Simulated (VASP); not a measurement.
# Ir (P6_3/mmc) in VASP: a series of runs

The runs below take Ir through single point, with LDA.

Program: VASP 6.6.1. These are calculated values, not measurements. Logs are shortened: lines on timing, memory, paths and dates and some standing lists are left out, and cuts for length are marked.

## (1) The cell of the first run

Symmetry: P6_3/mmc, No. 194, hexagonal system. The conventional cell has a = 2.651 Å, b = 2.651 Å, c = 4.386 Å, α = 90.00°, β = 90.00°, γ = 120.00°. Ir (site symmetry -6m2) has 12 Ir at 2.65 to 2.67 Å within 3.5 Å.

This isn't the form of Ir at room conditions, which is fcc.

## (2) Single point, LDA

Input file INCAR:

```
SYSTEM = Ir
PREC = Accurate ; ENCUT = 500
EDIFF = 1E-6 ; ISMEAR = 0
SIGMA = 0.15 ; LREAL = .False.
LASPH = .True. ; NELM = 120
ALGO = Normal ; ISIF = 2
LWAVE = .False. ; LCHARG = .True.
GGA = CA ; LELF = .True.
LVHAR = .True. ; NBANDS = 16
GGA_COMPAT = .False.
```

Input file KPOINTS:

```
regular mesh
0
Gamma
  18 18 10
  0 0 0
```

Input file POSCAR:

```
Ir
1.0
    2.6512000000      0.0000000000      0.0000000000
   -1.3256000000      2.2960065505      0.0000000000
    0.0000000000      0.0000000000      4.3862420605
Ir
2
Direct
    0.6666666667      0.3333333333      0.7500000000
    0.3333333333      0.6666666667      0.2500000000
```

Potentials or basis: VASP PAW LDA potentials, release 64 (Ir).

Started as:

```sh
$ cat potpaw_LDA.64/Ir/POTCAR > POTCAR
$ mpirun -np 1 vasp_std > vasp.out
```

OUTCAR:

```text
SYSTEM = Ir
   PREC = Accurate
   ENCUT = 500
   EDIFF = 1E-6
   ISMEAR = 0
   LREAL = .False.
   LASPH = .True.
   NELM = 120
   ISIF = 2
   GGA = CA

 ion  position               nearest neighbor table
   1  0.667  0.333  0.750-   2 2.67   2 2.67   2 2.67   2 2.67   2 2.67   2 2.67
   2  0.333  0.667  0.250-   1 2.67   1 2.67   1 2.67   1 2.67   1 2.67   1 2.67

  LATTYP: Found a hexagonal cell.
 ALAT       =     2.6512000000
 C/A-ratio  =     1.6544365044

  Lattice vectors:

 A1 = (   2.6512000000,   0.0000000000,   0.0000000000)
 A2 = (  -1.3256000000,   2.2960065505,   0.0000000000)
 A3 = (   0.0000000000,   0.0000000000,   4.3862420605)

Analysis of symmetry for initial positions (statically):
=====================================================================
 Subroutine PRICEL returns:
 Original cell was already a primitive cell.

 Routine SETGRP: Setting up the symmetry group for a
 hexagonal supercell.

 Subroutine GETGRP returns: Found 24 space group operations
 (whereof 12 operations were pure point group operations)
 out of a pool of 24 trial point group operations.

The static configuration has the point symmetry D_3d.
 The point group associated with its full space group is D_6h.

Analysis of symmetry for dynamics (positions and initial velocities):
=====================================================================
 Subroutine PRICEL returns:
 Original cell was already a primitive cell.

 Routine SETGRP: Setting up the symmetry group for a
 hexagonal supercell.

 Subroutine GETGRP returns: Found 24 space group operations
 (whereof 12 operations were pure point group operations)
 out of a pool of 24 trial point group operations.

The dynamic configuration has the point symmetry D_3d.
 The point group associated with its full space group is D_6h.

 Subroutine INISYM returns: Found 24 space group operations
 (whereof 12 operations are pure point group operations),
 and found     1 'primitive' translations

----------------------------------------------------------------------------------------

                                     Primitive cell

  volume of cell :      26.6998

  direct lattice vectors                    reciprocal lattice vectors
     2.651200000  0.000000000  0.000000000     0.377187689  0.217769414  0.000000000
    -1.325600000  2.296006551  0.000000000     0.000000000  0.435538827  0.000000000
     0.000000000  0.000000000  4.386242060     0.000000000  0.000000000  0.227985594

  length of vectors
     2.651200000  2.651200000  4.386242060     0.435538827  0.435538827  0.227985594
[... 82 lines left out ...]
   LREAL  =      F    real-space projection
   EDIFFG = 0.1E-04   stopping-criterion for IOM
   NSW    =      0    number of steps for IOM
   IBRION =     -1    ionic relax: 0-MD 1-quasi-New 2-CG
   NFREE  =      0    steps in history (QN), initial steepest desc. (CG)
   ISIF   =      2    stress and relaxation
   ISYM   =      2    0-nonsym 1-usesym 2-fastsym
   POTIM  = 0.5000    time-step for ionic-motion
   TEBEG  =    0.0;   TEEND  =   0.0 temperature during run
   PSTRESS=    0.0 pullay stress
   NELECT =      18.0000    total number of electrons
   NUPDOWN=      -1.0000    fix difference up-down
   EMIN   =  10.00;   EMAX   =-10.00  energy-range for DOS
   EFERMI =   0.00;   METHOD = LEGACY
   ISMEAR =     0;   SIGMA  =   0.15  broadening in eV -4-tet -1-fermi 0-gaus
   EFERMI_NEDOS =   21; number of points for ismear=-14 and -15
   IALGO  =     38    algorithm
   IMIX   =      4    mixing-type and parameters
     AMIX     =   0.40;   BMIX     =  1.00
     AMIX_MAG =   1.60;   BMIX_MAG =  1.00
  volume/ion in A,a.u.               =      13.35        90.09
  Fermi-wavevector in a.u.,A,eV,Ry     =   1.435477  2.712658 28.036090  2.060594
  Thomas-Fermi vector in A             =   2.554771
   LORBIT       =      0    0 simple, 1 ext, 2 COOP (PROOUT), +10 PAW based schemes
   GGA     = CA    functional components
   LHFCALC =     F    Hartree Fock is set to
   AEXX    =    0.0000 exact exchange contribution
   IVDW    =     0    specifies the selected vdW correction
   LEPSILON=     F    determine dielectric tensor
   LRPA    =     F    only Hartree local field effects (RPA)
 non-spin polarized calculation
 Gauss-broadening in eV      SIGMA  =   0.15
  energy-cutoff  :      500.00
  volume of cell :       26.70
 maximum number of plane-waves:       699
 NGX is ok and might be reduce to    20
   NGX =  9   NGY =  9   NGZ = 15

 number of electron      17.9999997 magnetization

 Free energy of the ion-electron system (eV)
  ---------------------------------------------------
  ext. energy  EPLUGINS =         0.00000000
  ---------------------------------------------------
  free energy    TOTEN  =       -20.41869778 eV

  energy without entropy =      -20.39668122  energy(sigma->0) =      -20.40768950

 E-fermi :  11.4780     XC(G=0): -14.4753

 val. band max:       11.4739829336   @ k =   0.3889   0.1667   0.1000
 cond. band min:      11.4801481408   @ k =   0.2778   0.2778   0.1000
 fundamental gap:      0.0061652071
 Fermi energy:        11.4779833582

 k-point     1 :       0.0000    0.0000    0.0000
  band No.  band energies     occupation
      1      -0.3760      2.00000
      2       2.5899      2.00000
      3       6.9233      2.00000
      4       7.2593      2.00000
      5       7.2593      2.00000
      6       7.9391      2.00000
[... 433 lines left out ...]
      3       4.0433      2.00000
      4       6.9326      2.00000
      5       7.1858      2.00000
      6       7.4918      2.00000
[... 8 lines left out ...]
     15      22.4634      0.00000
     16      25.5184      0.00000

 [... further k-points ...]

------------------------ aborting loop because EDIFF is reached ----------------------------------------

  FORCE on cell =-STRESS in cart. coord.  units (eV):
  Direction    XX          YY          ZZ          XY          YZ          ZX
  --------------------------------------------------------------------------------------
  -------------------------------------------------------------------------------------
  Total        4.0526056      4.0526056      2.4604401     -0.0000000      0.0000000      0.0000000
  in kB      243.1849632    243.1849632    147.6437875     -0.0000000      0.0000000      0.0000000
  external PRESSURE =     211.3379046 kB  Pullay stress =       0.0000000 kB

 VOLUME and BASIS-vectors are now :
 -----------------------------------------------------------------------------
  energy-cutoff  :      500.00
  volume of cell :       26.70
      direct lattice vectors                 reciprocal lattice vectors
     2.651200000  0.000000000  0.000000000     0.377187689  0.217769414  0.000000000
    -1.325600000  2.296006551  0.000000000     0.000000000  0.435538827  0.000000000
     0.000000000  0.000000000  4.386242060     0.000000000  0.000000000  0.227985594

 POSITION                                       TOTAL-FORCE (eV/Angst)
 -----------------------------------------------------------------------------------
      1.32560      0.76534      3.28968        -0.000000      0.000000      0.000000
     -0.00000      1.53067      1.09656         0.000000     -0.000000      0.000000
 -----------------------------------------------------------------------------------
    total drift:                               -0.000000      0.000000     -0.000000

  FREE ENERGIE OF THE ION-ELECTRON SYSTEM (eV)
  ---------------------------------------------------
  free  energy   TOTEN  =       -20.4186977774 eV

  energy  without entropy=      -20.3966812155  energy(sigma->0) =      -20.40768950
```

stdout:

```text
POSCAR found type information on POSCAR Ir
 POSCAR found :  1 types and       2 ions
 scaLAPACK will be used
 LDA part: xc-table for (Slater(with rela. corr.)+CA(PZ))
 , standard interpolation
 POSCAR, INCAR and KPOINTS ok, starting setup
 FFT: planning ... GRIDC
 FFT: planning ... GRID_SOFT
 FFT: planning ... GRID
 WAVECAR not read
 entering main loop
```

Wall time 25 s (1 thread of AMD EPYC 9R45 (Zen 5), shared host); peak memory 0.16 GiB.

Results:

- Free energy: -20.4187 eV
- Pressure: 21.1 GPa
- Band gap on the k mesh: zero (bands 9 and 10 overlap by 3.82 eV)

Caveat: the stress differs along the axes, from 15 to 24 GPa; spin-orbit coupling is left out, which moves the levels of the heavy elements.

(Part 1 of 3 ends here.)

The gap in the log of VASP goes by the Fermi energy; the results here count the filled bands.